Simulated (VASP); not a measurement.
# Hf2SnS2 (P-3m1) in VASP: a series of runs

Hf2SnS2 is run at these levels: PBE; tasks: single point, relaxation of cell and atoms.

All numbers are computed with VASP 6.6.1; they aren't measurements. Logs are shortened: lines on timing, memory, paths and dates and some standing lists are left out, and cuts for length are marked.

**1. The cell of the first run**

It takes space group P-3m1 (No. 164, trigonal). Conventional cell: a = 4.127 Å, b = 4.127 Å, c = 7.430 Å, α = 90.00°, β = 90.00°, γ = 120.00°. Within 3.4 Å of Hf (site symmetry 3m) lie 4 S at 2.56 to 2.76 Å and 3 Sn at 3.03 Å. Within 4.0 Å of Sn (site symmetry -3m) lie 6 Hf at 3.03 Å and 6 S at 3.68 Å. Within 3.4 Å of S (site symmetry 3m) lie 4 Hf at 2.56 to 2.76 Å and 3 S at 2.99 Å.

**2. Single point, PBE**

Input file INCAR:

```
PREC = Accurate ; ENCUT = 520
EDIFF = 1E-6 ; ISMEAR = 0
SIGMA = 0.1 ; LREAL = F
LASPH = T ; NELM = 100
ALGO = Normal ; ISIF = 2
LWAVE = F ; LCHARG = F
GGA = PE ; NBANDS = 31
```

Input file KPOINTS:

```
regular mesh
0
Gamma
  12 12 6
```

Input file POSCAR:

```
Hf2SnS2
1.0
    4.1271436494      0.0000000000      0.0000000000
   -2.0635718247      3.5742112455      0.0000000000
    0.0000000000      0.0000000000      7.4295765248
Hf Sn S
2 1 2
Direct
    0.3333333333      0.6666666667      0.7490710002
    0.6666666667      0.3333333333      0.2509289998
    0.0000000000      0.0000000000      0.0000000000
    0.3333333333      0.6666666667      0.3778941026
    0.6666666667      0.3333333333      0.6221058974
```

Potentials or basis: VASP PAW PBE potentials, release 64 (Hf_pv, Sn_d, S).

The run is started by

```
$ cat potpaw_PBE.64/Hf_pv/POTCAR potpaw_PBE.64/Sn_d/POTCAR potpaw_PBE.64/S/POTCAR > POTCAR
$ mpirun -np 1 vasp_std > vasp.out
```

OUTCAR:

```text
PREC = Accurate
   ENCUT = 520
   EDIFF = 1E-6
   ISMEAR = 0
   LREAL = F
   LASPH = T
   NELM = 100
   ISIF = 2
   GGA = PE

 ion  position               nearest neighbor table
   1  0.333  0.667  0.749-   5 2.56   5 2.56   5 2.56   4 2.76   3 3.03   3 3.03   3 3.03
   2  0.667  0.333  0.251-   4 2.56   4 2.56   4 2.56   5 2.76   3 3.03   3 3.03   3 3.03
   3  0.000  0.000  0.000-   1 3.03   2 3.03   2 3.03   1 3.03   2 3.03   1 3.03
   4  0.333  0.667  0.378-   2 2.56   2 2.56   2 2.56   1 2.76
   5  0.667  0.333  0.622-   1 2.56   1 2.56   1 2.56   2 2.76

  LATTYP: Found a hexagonal cell.
 ALAT       =     4.1271436494
 C/A-ratio  =     1.8001739595

  Lattice vectors:

 A1 = (   4.1271436494,   0.0000000000,   0.0000000000)
 A2 = (  -2.0635718247,   3.5742112455,   0.0000000000)
 A3 = (   0.0000000000,   0.0000000000,   7.4295765248)

Analysis of symmetry for initial positions (statically):
=====================================================================
 Subroutine PRICEL returns:
 Original cell was already a primitive cell.

 Routine SETGRP: Setting up the symmetry group for a
 hexagonal supercell.

 Subroutine GETGRP returns: Found 12 space group operations
 (whereof 12 operations were pure point group operations)
 out of a pool of 24 trial point group operations.

The static configuration has the point symmetry D_3d.

Analysis of symmetry for dynamics (positions and initial velocities):
=====================================================================
 Subroutine PRICEL returns:
 Original cell was already a primitive cell.

 Routine SETGRP: Setting up the symmetry group for a
 hexagonal supercell.

 Subroutine GETGRP returns: Found 12 space group operations
 (whereof 12 operations were pure point group operations)
 out of a pool of 24 trial point group operations.

The dynamic configuration has the point symmetry D_3d.

 Subroutine INISYM returns: Found 12 space group operations
 (whereof 12 operations are pure point group operations),
 and found     1 'primitive' translations

----------------------------------------------------------------------------------------

                                     Primitive cell

  volume of cell :     109.5958

  direct lattice vectors                    reciprocal lattice vectors
     4.127143649  0.000000000  0.000000000     0.242298327  0.139891004  0.000000000
    -2.063571825  3.574211245  0.000000000     0.000000000  0.279782008  0.000000000
[... 89 lines left out ...]
   ENCUT  =  520.0 eV  38.22 Ry    6.18 a.u.   7.67  7.67 13.81*2*pi/ulx,y,z
   NELM   =    100;   NELMIN=  2; NELMDL= -5     # of ELM steps
   EDIFF  = 0.1E-05   stopping-criterion for ELM
   LREAL  =      F    real-space projection
   EDIFFG = 0.1E-04   stopping-criterion for IOM
   NSW    =      0    number of steps for IOM
   IBRION =     -1    ionic relax: 0-MD 1-quasi-New 2-CG
   NFREE  =      0    steps in history (QN), initial steepest desc. (CG)
   ISIF   =      2    stress and relaxation
   ISYM   =      2    0-nonsym 1-usesym 2-fastsym
   POTIM  = 0.5000    time-step for ionic-motion
   TEBEG  =    0.0;   TEEND  =   0.0 temperature during run
   PSTRESS=    0.0 pullay stress
   NELECT =      46.0000    total number of electrons
   NUPDOWN=      -1.0000    fix difference up-down
   EMIN   =  10.00;   EMAX   =-10.00  energy-range for DOS
   EFERMI =   0.00;   METHOD = LEGACY
   ISMEAR =     0;   SIGMA  =   0.10  broadening in eV -4-tet -1-fermi 0-gaus
   EFERMI_NEDOS =   21; number of points for ismear=-14 and -15
   IALGO  =     38    algorithm
   IMIX   =      4    mixing-type and parameters
     AMIX     =   0.40;   BMIX     =  1.00
     AMIX_MAG =   1.60;   BMIX_MAG =  1.00
  volume/ion in A,a.u.               =      21.92       147.92
  Fermi-wavevector in a.u.,A,eV,Ry     =   1.225734  2.316301 20.441710  1.502423
  Thomas-Fermi vector in A             =   2.360761
   LORBIT       =      0    0 simple, 1 ext, 2 COOP (PROOUT), +10 PAW based schemes
   GGA     = PE    functional components
   LHFCALC =     F    Hartree Fock is set to
   AEXX    =    0.0000 exact exchange contribution
   IVDW    =     0    specifies the selected vdW correction
   LEPSILON=     F    determine dielectric tensor
   LRPA    =     F    only Hartree local field effects (RPA)
 non-spin polarized calculation
 Gauss-broadening in eV      SIGMA  =   0.10
  energy-cutoff  :      520.00
  volume of cell :      109.60
 maximum number of plane-waves:      2992
 NGX is ok and might be reduce to    32
   NGX = 15   NGY = 15   NGZ = 27

 number of electron      46.0000002 magnetization

 Free energy of the ion-electron system (eV)
  ---------------------------------------------------
  ext. energy  EPLUGINS =         0.00000000
  ---------------------------------------------------
  free energy    TOTEN  =       -36.13810736 eV

  energy without entropy =      -36.13432683  energy(sigma->0) =      -36.13621709

 E-fermi :   6.4905     XC(G=0): -10.4968

 val. band max:        6.4618118320   @ k =   0.0833   0.0000   0.1667
 cond. band min:       6.5110984224   @ k =   0.5000  -0.0000   0.3333
 fundamental gap:      0.0492865904
 Fermi energy:         6.4905274575

 k-point     1 :       0.0000    0.0000    0.0000
  band No.  band energies     occupation
      1     -25.5290      2.00000
      2     -25.5290      2.00000
      3     -25.5239      2.00000
      4     -25.5239      2.00000
      5     -25.4898      2.00000
      6     -25.4549      2.00000
[... 805 lines left out ...]
     30       9.5672      0.00000
     31       9.8249      0.00000

 [... further k-points ...]
[... 5 lines left out ...]
  --------------------------------------------------------------------------------------
  -------------------------------------------------------------------------------------
  Total       -0.3756807     -0.3756807     -0.3219369      0.0000000      0.0000000     -0.0000000
  in kB       -5.4920642     -5.4920642     -4.7063859      0.0000000      0.0000000     -0.0000000
  external PRESSURE =      -5.2301715 kB  Pullay stress =       0.0000000 kB

 VOLUME and BASIS-vectors are now :
 -----------------------------------------------------------------------------
  energy-cutoff  :      520.00
  volume of cell :      109.60
      direct lattice vectors                 reciprocal lattice vectors
     4.127143649  0.000000000  0.000000000     0.242298327  0.139891004  0.000000000
    -2.063571825  3.574211245  0.000000000     0.000000000  0.279782008  0.000000000
     0.000000000  0.000000000  7.429576525     0.000000000  0.000000000  0.134597173

 POSITION                                       TOTAL-FORCE (eV/Angst)
 -----------------------------------------------------------------------------------
     -0.00000      2.38281      5.56528         0.000000      0.000000     -0.037830
      2.06357      1.19140      1.86430         0.000000     -0.000000      0.037830
      0.00000      0.00000      0.00000        -0.000000      0.000000      0.000000
     -0.00000      2.38281      2.80759        -0.000000      0.000000     -0.018822
      2.06357      1.19140      4.62198         0.000000     -0.000000      0.018822
 -----------------------------------------------------------------------------------
    total drift:                               -0.000000     -0.000000      0.000000

  FREE ENERGIE OF THE ION-ELECTRON SYSTEM (eV)
  ---------------------------------------------------
  free  energy   TOTEN  =       -36.1381073550 eV

  energy  without entropy=      -36.1343268290  energy(sigma->0) =      -36.13621709
```

OSZICAR:

```text
N       E                     dE             d eps       ncg     rms          rms(c)
DAV:   1     0.362102310009E+03    0.36210E+03   -0.22514E+04  6299   0.166E+03
DAV:   2     0.826675985212E+01   -0.35384E+03   -0.33576E+03  6409   0.459E+02
DAV:   3    -0.369337592641E+02   -0.45201E+02   -0.43182E+02  7883   0.123E+02
DAV:   4    -0.389470991623E+02   -0.20133E+01   -0.19958E+01  7733   0.263E+01
DAV:   5    -0.390160000513E+02   -0.68901E-01   -0.68846E-01  8797   0.515E+00    0.546E+01
DAV:   6    -0.362127439626E+02    0.28033E+01   -0.79027E+00  7774   0.100E+01    0.367E+01
DAV:   7    -0.362368305563E+02   -0.24087E-01   -0.20557E+00  7962   0.750E+00    0.586E+00
DAV:   8    -0.361409711084E+02    0.95859E-01   -0.59585E-01  7269   0.302E+00    0.102E+00
DAV:   9    -0.361380997464E+02    0.28714E-02   -0.42389E-02  7757   0.128E+00    0.567E-01
DAV:  10    -0.361380773486E+02    0.22398E-04   -0.23182E-03  7783   0.307E-01    0.279E-01
DAV:  11    -0.361380871921E+02   -0.98435E-05   -0.50760E-04  8699   0.103E-01    0.588E-02
DAV:  12    -0.361380974597E+02   -0.10268E-04   -0.69752E-05  7351   0.491E-02    0.275E-02
DAV:  13    -0.361381064103E+02   -0.89506E-05   -0.24616E-05  7449   0.216E-02    0.105E-02
DAV:  14    -0.361381073550E+02   -0.94475E-06   -0.16169E-06  6577   0.658E-03
   1 F= -.36138107E+02 E0= -.36136217E+02  d E =-.378053E-02
```

It took 3.9 min on 1 thread of AMD EPYC 7R43 (Zen 3), shared host; peak memory 0.43 GiB.

Results:

* Free energy: -36.1381 eV
* Pressure: -0.5 GPa
* Largest force: 0.038 eV/Å
* Band gap on the k mesh: zero (band 23 reaches 6.77 eV, above the bottom of band 24 at 6.13 eV)

Forces on the atoms (eV/Å):
```
Hf   0.000  0.000 -0.038
Hf   0.000  0.000  0.038
Sn   0.000  0.000  0.000
S    0.000  0.000 -0.019
S    0.000  0.000  0.019
```

Stress tensor (GPa, compression positive):
```
-0.55  0.00  0.00
 0.00 -0.55  0.00
 0.00  0.00 -0.47
```

Levels at points of the mesh, in eV from the Fermi level:
| k point | band 20 | band 21 | band 22 | band 23 | band 24 | band 25 | band 26 | band 27 |
| --- | --- | --- | --- | --- | --- | --- | --- | --- |
| (0.00, 0.00, 0.00) | -4.31 | -0.11 | 0.06 | 0.06 | 0.45 | 0.45 | 1.48 | 1.51 |
| (0.50, 0.00, 0.00) | -3.01 | -2.98 | -1.05 | -0.94 | -0.36 | 1.17 | 1.34 | 1.43 |
| (0.00, 0.00, 0.50) | -2.64 | -1.32 | 0.18 | 0.18 | 0.51 | 0.51 | 0.86 | 1.13 |
| (0.50, 0.00, 0.50) | -3.19 | -2.07 | -1.54 | -1.01 | 0.19 | 0.75 | 1.41 | 1.82 |

Caveat: spin-orbit coupling is left out, which moves the levels of the heavy elements.

**3. Relaxation of cell and atoms, PBE**

Input file INCAR:

```
SYSTEM = Hf2SnS2
PREC = Accurate
ENCUT = 600
EDIFF = 1E-6
ISMEAR = 0
SIGMA = 0.1
LREAL = .False.
LASPH = .True.
NELM = 100
ALGO = Normal
ISIF = 3
LWAVE = .False.
LCHARG = .False.
GGA = PE
IBRION = 2
NSW = 100
EDIFFG = -0.01
```

Input file KPOINTS:

```
regular mesh
0
Gamma
  12 12 6
  0 0 0
```

Input file POSCAR:

```
Hf2SnS2
1.0
    4.1314702593      0.0000000000      0.0000000000
   -2.0657351297      3.5779581996      0.0000000000
    0.0000000000      0.0000000000      7.4258174554
Hf Sn S
2 1 2
Direct
    0.3333333333      0.6666666667      0.7485256053
    0.6666666667      0.3333333333      0.2514743947
    0.0000000000      0.0000000000      0.0000000000
    0.3333333333      0.6666666667      0.3768341386
    0.6666666667      0.3333333333      0.6231658614
```

Potentials or basis: VASP PAW PBE potentials, release 64 (Hf_pv, Sn_d, S).

The run is started by

```
$ cat potpaw_PBE.64/Hf_pv/POTCAR potpaw_PBE.64/Sn_d/POTCAR potpaw_PBE.64/S/POTCAR > POTCAR
$ mpirun -np 1 vasp_std > vasp.out
```

Run time: 18 min. Hardware: 1 thread of AMD EPYC 7R43 (Zen 3), shared host; peak memory 0.51 GiB.

Results (log left out):

```
Free energy                            : -36.1398 eV
Relaxed volume                         : 21.81 Å³/atom
Relaxed cell                           : a = 4.122 Å, b = 4.122 Å, c = 7.411 Å, α = 90.00°, β = 90.00°, γ = 120.00°
Space group after relaxing (to 0.05 Å) : P-3m1 (No. 164)
Energy gained by relaxing              : 0.3 meV/atom
Ionic steps                            : 6
Pressure after relaxing                : 0.0 GPa
Largest force after relaxing           : 0.004 eV/Å
Band gap on the k mesh                 : zero (band 23 reaches 6.81 eV, above the bottom of band 24 at 6.18 eV)
```

Forces on the atoms (eV/Å):
```
Hf   0.000  0.000 -0.004
Hf   0.000  0.000  0.004
Sn   0.000  0.000  0.000
S    0.000  0.000  0.000
S    0.000  0.000  0.000
```

Stress tensor (GPa, compression positive):
```
-0.04  0.00  0.00
 0.00 -0.04  0.00
 0.00  0.00  0.05
```

The path:
```csv
step,energy change (eV),largest force (eV/Å),pressure (GPa),volume (Å³)
1,0.0000,0.0464,-0.55,109.77
2,-0.0005,0.0622,0.50,108.58
3,-0.0012,0.0553,0.05,109.09
4,-0.0012,0.0551,0.03,109.11
5,-0.0015,0.0325,0.01,109.09
6,-0.0016,0.0044,-0.01,109.07
```

Final structure:
```cif
data_structure
_symmetry_space_group_name_H-M 'P 1'
_symmetry_Int_Tables_number 1
_cell_length_a 4.1223
_cell_length_b 4.1223
_cell_length_c 7.4110
_cell_angle_alpha 90.000
_cell_angle_beta 90.000
_cell_angle_gamma 120.000
_cell_volume 109.07
loop_
_atom_site_label
_atom_site_type_symbol
_atom_site_fract_x
_atom_site_fract_y
_atom_site_fract_z
_atom_site_occupancy
Hf1 Hf 0.33333 0.66667 0.74873 1
Hf2 Hf 0.66667 0.33333 0.25127 1
Sn1 Sn 0.00000 0.00000 0.00000 1
S1 S 0.33333 0.66667 0.37783 1
S2 S 0.66667 0.33333 0.62217 1
```

Levels at points of the mesh, in eV from the Fermi level:
```csv
k point,band 21,band 22,band 23,band 24,band 25,band 26
"(0.00, 0.00, 0.00)",-0.10,0.05,0.05,0.45,0.45,1.48
"(0.50, 0.00, 0.00)",-3.00,-1.05,-0.94,-0.36,1.17,1.34
"(0.00, 0.00, 0.50)",-1.31,0.17,0.17,0.52,0.52,0.88
"(0.50, 0.00, 0.50)",-2.07,-1.55,-1.02,0.19,0.75,1.41
```

Caveat: spin-orbit coupling is left out, which moves the levels of the heavy elements.

**4. Single point, PBE**

This run uses another cell than the first one, of 22.94 Å³/atom, 1.047 times its volume.

Input file INCAR:

```
ALGO = Normal
EDIFF = 1E-6
ENCUT = 520
GGA = PE
ISIF = 2
ISMEAR = 0
LASPH = T
LCHARG = F
LREAL = F
LWAVE = F
NBANDS = 31
NELM = 60
PREC = Accurate
SIGMA = 0.1
```

Input file KPOINTS:

```
k-points
0
Gamma
  6 6 4
```

Input file POSCAR:

```
Hf2SnS2
1.0
    4.3258632500      0.0000000000      0.0000000000
   -2.1629316300      3.7463074700      0.0000000000
    0.0000000000      0.0000000000      7.0774296600
Hf Sn S
2 1 2
Direct
    0.3333333300      0.6666666700      0.6330999700
    0.6666666700      0.3333333300      0.3669000300
    0.0000000000      0.0000000000      0.0000000000
    0.3333333300      0.6666666700      0.2381999900
    0.6666666700      0.3333333300      0.7618000100
```

The run is started by

```
$ cat potpaw_PBE.64/Hf_pv/POTCAR potpaw_PBE.64/Sn_d/POTCAR potpaw_PBE.64/S/POTCAR > POTCAR
$ mpirun -np 1 vasp_std > vasp.out
```

Wall time 43 s (1 thread of Intel Xeon Platinum 8488C (Sapphire Rapids), shared host); peak memory 0.27 GiB.

Results (log left out):

```
Free energy            : -33.7370 eV
Pressure               : -5.5 GPa
Largest force          : 2.566 eV/Å
Band gap on the k mesh : zero (band 23 reaches 6.12 eV, above the bottom of band 24 at 5.78 eV)
```

Forces in eV/Å, atoms in the order of the input:
```
Hf   0.000  0.000  0.488
Hf   0.000  0.000 -0.488
Sn   0.000  0.000  0.000
S    0.000  0.000  2.566
S    0.000  0.000 -2.566
```

Stress tensor (GPa, compression positive):
```
-3.92  0.00  0.00
 0.00 -3.92  0.00
 0.00  0.00 -8.65
```

Levels at points of the mesh, in eV from the Fermi level:
| k point | band 21 | band 22 | band 23 | band 24 | band 25 | band 26 |
| --- | --- | --- | --- | --- | --- | --- |
| (0.00, 0.00, 0.00) | -0.64 | -0.38 | -0.38 | 0.46 | 0.46 | 1.37 |
| (0.50, 0.00, 0.00) | -0.78 | -0.51 | -0.45 | 0.38 | 0.49 | 1.48 |
| (0.00, 0.00, 0.50) | -1.16 | -0.34 | -0.34 | 1.41 | 1.41 | 1.63 |
| (0.50, 0.00, 0.50) | -1.23 | -0.41 | -0.14 | 0.65 | 1.08 | 1.38 |

Caveat: spin-orbit coupling is left out, which moves the levels of the heavy elements; forces of over 1 eV/Å act on the atoms, so gaps and moduli don't describe the material at rest.

**5. Summary**

| task | cell | k mesh | cutoff (eV) | gap on the mesh (eV) | pressure (GPa) | largest force (eV/Å) |
| --- | --- | --- | --- | --- | --- | --- |
| single point | a = 4.127, b = 4.127, c = 7.430 Å, angles 90.0, 90.0, 120.0°, 5 atoms | 12 × 12 × 6 | 520 | none | -0.5 | 0.04 |
| relaxation of cell and atoms | relaxed from a = 4.131, b = 4.131, c = 7.426 Å, angles 90.0, 90.0, 120.0°, 5 atoms | 12 × 12 × 6 | 600 | none | 0.0 | - |
| single point | a = 4.326, b = 4.326, c = 7.077 Å, angles 90.0, 90.0, 120.0°, 5 atoms | 6 × 6 × 4 | 520 | none | -5.5 | 2.57 |

Alike in all rows: level PBE; potentials or basis VASP PAW PBE potentials, release 64 (Hf_pv, Sn_d, S); no spin polarisation; smearing gaussian 0.1 eV.

Caveats: spin-orbit coupling is left out, which moves the levels of the heavy elements; forces of over 1 eV/Å act on the atoms, so gaps and moduli don't describe the material at rest (some runs).

Absolute energies hang on the potentials; compare differences alone.
